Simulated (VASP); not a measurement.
# In (Fd-3m) in VASP: further runs

In is run at these levels: revPBE; tasks: single point.

All numbers are computed with VASP 6.6.1; they aren't measurements. Logs are shortened: lines on timing, memory, paths and dates and some standing lists are left out, and cuts for length are marked.

**1. The cell of the first run**

Symmetry: Fd-3m, No. 227, cubic system. Conventional cell: a = 6.826 Å, b = 6.826 Å, c = 6.826 Å, α = 90.00°, β = 90.00°, γ = 90.00°. In (site symmetry -43m) has 4 In at 2.96 Å within 3.9 Å.

This isn't the form of In at room conditions, which is tetragonal.

**2. Single point, revPBE**

Contents of INCAR:

```
SYSTEM = In
PREC = Accurate
ENCUT = 520
EDIFF = 1E-6
ISMEAR = -1
SIGMA = 0.1
LREAL = .FALSE.
LASPH = .TRUE.
NELM = 80
ALGO = Normal
ISIF = 2
LWAVE = .FALSE.
LCHARG = .TRUE.
GGA = RE
LELF = .TRUE.
LVHAR = .TRUE.
NBANDS = 20
```

Contents of KPOINTS:

```
regular mesh
0
G
  8 8 8
  0 0 0
```

Contents of POSCAR:

```
In
1.0
    0.0000000000      3.4132156359      3.4132156359
    3.4132156359      0.0000000000      3.4132156359
    3.4132156359      3.4132156359      0.0000000000
In
2
Direct
    0.1250000000      0.1250000000      0.1250000000
    0.8750000000      0.8750000000      0.8750000000
```

Potentials or basis: VASP PAW PBE potentials, release 64 (In_d).

Started as:

```sh
> cat potpaw_PBE.64/In_d/POTCAR > POTCAR
> mpirun -np 1 vasp_std > vasp.out
```

OUTCAR:

```text
SYSTEM = In
   PREC = Accurate
   ENCUT = 520
   EDIFF = 1E-6
   ISMEAR = -1
   LREAL = .FALSE.
   LASPH = .TRUE.
   NELM = 80
   ISIF = 2
   GGA = RE

 ion  position               nearest neighbor table
   1  0.125  0.125  0.125-   2 2.96   2 2.96   2 2.96   2 2.96
   2  0.875  0.875  0.875-   1 2.96   1 2.96   1 2.96   1 2.96

  LATTYP: Found a face centered cubic cell.
 ALAT       =     6.8264312718

  Lattice vectors:

 A1 = (   0.0000000000,   3.4132156359,   3.4132156359)
 A2 = (   3.4132156359,   0.0000000000,   3.4132156359)
 A3 = (   3.4132156359,   3.4132156359,   0.0000000000)

Analysis of symmetry for initial positions (statically):
=====================================================================
 Subroutine PRICEL returns:
 Original cell was already a primitive cell.

 Routine SETGRP: Setting up the symmetry group for a
 face centered cubic supercell.

 Subroutine GETGRP returns: Found 48 space group operations
 (whereof 12 operations were pure point group operations)
 out of a pool of 48 trial point group operations.

The static configuration has the point symmetry D_3d.
 The point group associated with its full space group is O_h .

Analysis of symmetry for dynamics (positions and initial velocities):
=====================================================================
 Subroutine PRICEL returns:
 Original cell was already a primitive cell.

 Routine SETGRP: Setting up the symmetry group for a
 face centered cubic supercell.

 Subroutine GETGRP returns: Found 48 space group operations
 (whereof 12 operations were pure point group operations)
 out of a pool of 48 trial point group operations.

The dynamic configuration has the point symmetry D_3d.
 The point group associated with its full space group is O_h .

 Subroutine INISYM returns: Found 48 space group operations
 (whereof 12 operations are pure point group operations),
 and found     1 'primitive' translations

----------------------------------------------------------------------------------------

                                     Primitive cell

  volume of cell :      79.5282

  direct lattice vectors                    reciprocal lattice vectors
     0.000000000  3.413215636  3.413215636    -0.146489426  0.146489426  0.146489426
     3.413215636  0.000000000  3.413215636     0.146489426 -0.146489426  0.146489426
     3.413215636  3.413215636  0.000000000     0.146489426  0.146489426 -0.146489426

  length of vectors
     4.827015844  4.827015844  4.827015844     0.253727129  0.253727129  0.253727129

  position of ions in fractional coordinates (direct lattice)
     0.125000000  0.125000000  0.125000000
     0.875000000  0.875000000  0.875000000

  ion indices of the primitive-cell ions
   primitive index   ion index
                 1           1
                 2           2

----------------------------------------------------------------------------------------

 KPOINTS: regular mesh

Automatic generation of k-mesh.
 Grid dimensions read from file:
 generate k-points for:    8    8    8

 Generating k-lattice:

  Cartesian coordinates                     Fractional coordinates (reciprocal lattice)
    -0.018311178  0.018311178  0.018311178     0.125000000  0.000000000  0.000000000
     0.018311178 -0.018311178  0.018311178     0.000000000  0.125000000  0.000000000
     0.018311178  0.018311178 -0.018311178     0.000000000  0.000000000  0.125000000

  Length of vectors
     0.031715891  0.031715891  0.031715891

  Shift w.r.t. Gamma in fractional coordinates (k-lattice)
     0.000000000  0.000000000  0.000000000

 Subroutine IBZKPT returns following result:
 ===========================================

 Found     29 irreducible k-points:

 Following reciprocal coordinates:
            Coordinates               Weight
  0.000000  0.000000  0.000000      1.000000
  0.125000  0.000000  0.000000      8.000000
  0.250000  0.000000  0.000000      8.000000
  0.375000  0.000000  0.000000      8.000000
  0.500000  0.000000  0.000000      4.000000
  0.125000  0.125000  0.000000      6.000000
[... 16 lines left out ...]
  0.500000  0.250000  0.125000     48.000000
 -0.375000  0.250000  0.125000     24.000000
 [... further k-points ...]
   k-points           NKPTS =     29   k-points in BZ     NKDIM =     29   number of bands    NBANDS=     20
   number of dos      NEDOS =    301   number of ions     NIONS =      2
   total plane-waves  NPLWV =  46656
   dimension x,y,z NGX =    36 NGY =   36 NGZ =   36
   dimension x,y,z NGXF=    72 NGYF=   72 NGZF=   72
   ions per type =               2
   NGX,Y,Z   is equivalent  to a cutoff of  12.40, 12.40, 12.40 a.u.
   NGXF,Y,Z  is equivalent  to a cutoff of  24.80, 24.80, 24.80 a.u.
 SYSTEM =  In
   PREC   = accura    normal or accurate (medium, high low for compatibility)
   ISTART =      0    job   : 0-new  1-cont  2-samecut
   ICHARG =      2    charge: 1-file 2-atom 10-const
   ISPIN  =      1    spin polarized calculation?
   LNONCOLLINEAR =      F non collinear calculations
   LSORBIT =      F    spin-orbit coupling
   LASPH  =      T    aspherical Exc in radial PAW
   ENCUT  =  520.0 eV  38.22 Ry    6.18 a.u.   8.98  8.98  8.98*2*pi/ulx,y,z
   NELM   =     80;   NELMIN=  2; NELMDL= -5     # of ELM steps
   EDIFF  = 0.1E-05   stopping-criterion for ELM
   LREAL  =      F    real-space projection
   EDIFFG = 0.1E-04   stopping-criterion for IOM
   NSW    =      0    number of steps for IOM
   IBRION =     -1    ionic relax: 0-MD 1-quasi-New 2-CG
   NFREE  =      0    steps in history (QN), initial steepest desc. (CG)
   ISIF   =      2    stress and relaxation
   ISYM   =      2    0-nonsym 1-usesym 2-fastsym
   POTIM  = 0.5000    time-step for ionic-motion
   TEBEG  =    0.0;   TEEND  =   0.0 temperature during run
   PSTRESS=    0.0 pullay stress
   NELECT =      26.0000    total number of electrons
   NUPDOWN=      -1.0000    fix difference up-down
   EMIN   =  10.00;   EMAX   =-10.00  energy-range for DOS
   EFERMI =   0.00;   METHOD = LEGACY
   ISMEAR =    -1;   SIGMA  =   0.10  broadening in eV -4-tet -1-fermi 0-gaus
   EFERMI_NEDOS =   21; number of points for ismear=-14 and -15
   IALGO  =     38    algorithm
   IMIX   =      4    mixing-type and parameters
     AMIX     =   0.40;   BMIX     =  1.00
     AMIX_MAG =   1.60;   BMIX_MAG =  1.00
  volume/ion in A,a.u.               =      39.76       268.34
  Fermi-wavevector in a.u.,A,eV,Ry     =   1.127783  2.131201 17.305176  1.271895
  Thomas-Fermi vector in A             =   2.264471
   LORBIT       =      0    0 simple, 1 ext, 2 COOP (PROOUT), +10 PAW based schemes
   GGA     = RE    functional components
   LHFCALC =     F    Hartree Fock is set to
   AEXX    =    0.0000 exact exchange contribution
   IVDW    =     0    specifies the selected vdW correction
   LEPSILON=     F    determine dielectric tensor
   LRPA    =     F    only Hartree local field effects (RPA)
 non-spin polarized calculation
  energy-cutoff  :      520.00
  volume of cell :       79.53
 maximum number of plane-waves:      2164
   NGX = 17   NGY = 17   NGZ = 17

 number of electron      25.9999982 magnetization

 Free energy of the ion-electron system (eV)
  ---------------------------------------------------
  ext. energy  EPLUGINS =         0.00000000
  ---------------------------------------------------
  free energy    TOTEN  =        -3.90936519 eV

  energy without entropy =       -3.84646157  energy(sigma->0) =       -3.87791338

 E-fermi :   3.4100     XC(G=0):  -8.0054

 val. band max:        3.3945711512   @ k =  -0.3750   0.3750   0.0000
 cond. band min:       3.4576644226   @ k =  -0.2500   0.1250   0.0000
 fundamental gap:      0.0630932714
 Fermi energy:         3.4100009067

 k-point     1 :       0.0000    0.0000    0.0000
  band No.  band energies     occupation
      1     -11.2091      2.00000
      2     -11.2091      2.00000
      3     -11.2091      2.00000
      4     -11.1532      2.00000
      5     -11.1532      2.00000
      6     -10.8060      2.00000
[... 12 lines left out ...]
     19       9.2713      0.00000
     20      12.3394      0.00000

 k-point     2 :       0.1250    0.0000    0.0000
  band No.  band energies     occupation
      1     -11.2226      2.00000
      2     -11.2226      2.00000
      3     -11.2056      2.00000
      4     -11.1341      2.00000
      5     -11.1341      2.00000
      6     -10.8232      2.00000
[... 12 lines left out ...]
     19      10.0670      0.00000
     20      11.4117      0.00000

 k-point     3 :       0.2500    0.0000    0.0000
  band No.  band energies     occupation
      1     -11.2388      2.00000
      2     -11.2388      2.00000
      3     -11.1970      2.00000
      4     -11.1058      2.00000
      5     -11.1058      2.00000
      6     -10.8446      2.00000
[... 12 lines left out ...]
     19      10.4436      0.00000
     20      11.2446      0.00000

 k-point     4 :       0.3750    0.0000    0.0000
  band No.  band energies     occupation
      1     -11.2464      2.00000
      2     -11.2464      2.00000
      3     -11.1882      2.00000
      4     -11.0892      2.00000
      5     -11.0892      2.00000
      6     -10.8552      2.00000
[... 12 lines left out ...]
     19      11.1573      0.00000
     20      12.0664      0.00000

 k-point     5 :       0.5000    0.0000    0.0000
  band No.  band energies     occupation
      1     -11.2481      2.00000
      2     -11.2481      2.00000
      3     -11.1845      2.00000
      4     -11.0849      2.00000
      5     -11.0849      2.00000
      6     -10.8571      2.00000
[... 12 lines left out ...]
     19      12.7829      0.00000
     20      13.0611      0.00000
[... 353 lines left out ...]
      6     -10.9611      2.00000
[... 12 lines left out ...]
     19      13.6751      0.00000
     20      13.6751      0.00000

 k-point    22 :       0.3750    0.2500    0.1250
  band No.  band energies     occupation
      1     -11.2561      2.00000
      2     -11.2509      2.00000
      3     -11.1850      2.00000
      4     -11.0935      2.00000
      5     -11.0456      2.00000
      6     -10.9342      2.00000
[... 12 lines left out ...]
     19      11.1529      0.00000
     20      12.2105      0.00000

 k-point    23 :       0.5000    0.2500    0.1250
  band No.  band energies     occupation
      1     -11.2745      2.00000
      2     -11.2617      2.00000
      3     -11.1510      2.00000
      4     -11.0690      2.00000
      5     -11.0249      2.00000
      6     -10.9482      2.00000
[... 12 lines left out ...]
     19      11.9909      0.00000
     20      12.1464      0.00000

 k-point    24 :      -0.3750    0.2500    0.1250
  band No.  band energies     occupation
      1     -11.2829      2.00000
      2     -11.2638      2.00000
      3     -11.1356      2.00000
      4     -11.0510      2.00000
      5     -11.0277      2.00000
      6     -10.9402      2.00000
[... 12 lines left out ...]
     19      11.0044      0.00000
     20      12.5858      0.00000

 [... further k-points ...]
[... 5 lines left out ...]
  --------------------------------------------------------------------------------------
  -------------------------------------------------------------------------------------
  Total       -0.0149555     -0.0149555     -0.0149555     -0.0000000     -0.0000000     -0.0000000
  in kB       -0.3012935     -0.3012935     -0.3012935     -0.0000000     -0.0000000     -0.0000000
  external PRESSURE =      -0.3012935 kB  Pullay stress =       0.0000000 kB

 VOLUME and BASIS-vectors are now :
 -----------------------------------------------------------------------------
  energy-cutoff  :      520.00
  volume of cell :       79.53
      direct lattice vectors                 reciprocal lattice vectors
     0.000000000  3.413215636  3.413215636    -0.146489426  0.146489426  0.146489426
     3.413215636  0.000000000  3.413215636     0.146489426 -0.146489426  0.146489426
     3.413215636  3.413215636  0.000000000     0.146489426  0.146489426 -0.146489426

 POSITION                                       TOTAL-FORCE (eV/Angst)
 -----------------------------------------------------------------------------------
      0.85330      0.85330      0.85330        -0.000000     -0.000000     -0.000000
      5.97313      5.97313      5.97313         0.000000      0.000000      0.000000
 -----------------------------------------------------------------------------------
    total drift:                                0.000000      0.000000      0.000000

  FREE ENERGIE OF THE ION-ELECTRON SYSTEM (eV)
  ---------------------------------------------------
  free  energy   TOTEN  =        -3.9093651853 eV

  energy  without entropy=       -3.8464615681  energy(sigma->0) =       -3.87791338
```

It took 58 s on 1 thread of Intel Xeon 8259CL, shared host; peak memory 0.21 GiB.

Results:

* Free energy: -3.9094 eV
* Pressure: 0.0 GPa
* Band gap on the k mesh: zero (bands 13 and 14 overlap by 3.12 eV)

Levels at points of the mesh, in eV from the Fermi level:
| k point | band 9 | band 10 | band 11 | band 12 | band 13 | band 14 | band 15 | band 16 | band 17 | band 18 |
| --- | --- | --- | --- | --- | --- | --- | --- | --- | --- | --- |
| (0.00, 0.00, 0.00) | -14.19 | -14.19 | -7.64 | 1.63 | 2.14 | 2.14 | 2.14 | 3.82 | 3.82 | 3.82 |
| (0.50, 0.00, 0.00) | -14.14 | -14.14 | -6.08 | -3.78 | 0.96 | 0.96 | 1.89 | 4.72 | 4.72 | 6.43 |
| (0.50, 0.50, 0.00) | -14.12 | -14.12 | -4.75 | -4.75 | -0.37 | -0.37 | 2.39 | 2.39 | 9.05 | 9.05 |

Caveat: the PAW data sets were made with another functional, which shifts forces and pressure a little; spin-orbit coupling is left out, which moves the levels of the heavy elements.

**3. Single point, revPBE (34.99 Å³/atom)**

This run uses another cell than the first one, of 34.99 Å³/atom.

Contents of INCAR:

```
ALGO = Normal
EDIFF = 1E-6
ENCUT = 520
GGA = RE
ISIF = 2
ISMEAR = -1
LASPH = T
LCHARG = F
LREAL = F
LWAVE = F
NBANDS = 20
NELM = 60
PREC = Accurate
SIGMA = 0.1
```

Contents of KPOINTS:

```
k-points
0
Gamma
  9 9 9
```

Contents of POSCAR:

```
In
1.0
    0.0000000000      3.2708298349      3.2708298349
    3.2708298349      0.0000000000      3.2708298349
    3.2708298349      3.2708298349      0.0000000000
In
2
Direct
    0.1250000000      0.1250000000      0.1250000000
    0.8750000000      0.8750000000      0.8750000000
```

Potentials or basis: VASP PAW PBE potentials, release 64 (In_d).

Started as:

```sh
> cat potpaw_PBE.64/In_d/POTCAR > POTCAR
> mpirun -np 1 vasp_std > vasp.out
```

Wall time 66 s (1 thread of Intel Xeon 8259CL, shared host); peak memory 0.21 GiB.

The run converged. Its results:

```
Free energy            : -3.8236 eV
Pressure               : 3.4 GPa
Band gap on the k mesh : zero (bands 13 and 14 overlap by 3.32 eV)
```

Levels at points of the mesh, in eV from the Fermi level:
```
           k point  band 10  band 11  band 12  band 13  band 14  band 15  band 16  band 17
(0.00, 0.00, 0.00)   -14.14    -8.20     2.47     2.47     2.47     2.70     4.13     4.13
```

Caveat: the cell stands under pressure; the PAW data sets were made with another functional, which shifts forces and pressure a little; spin-orbit coupling is left out, which moves the levels of the heavy elements.
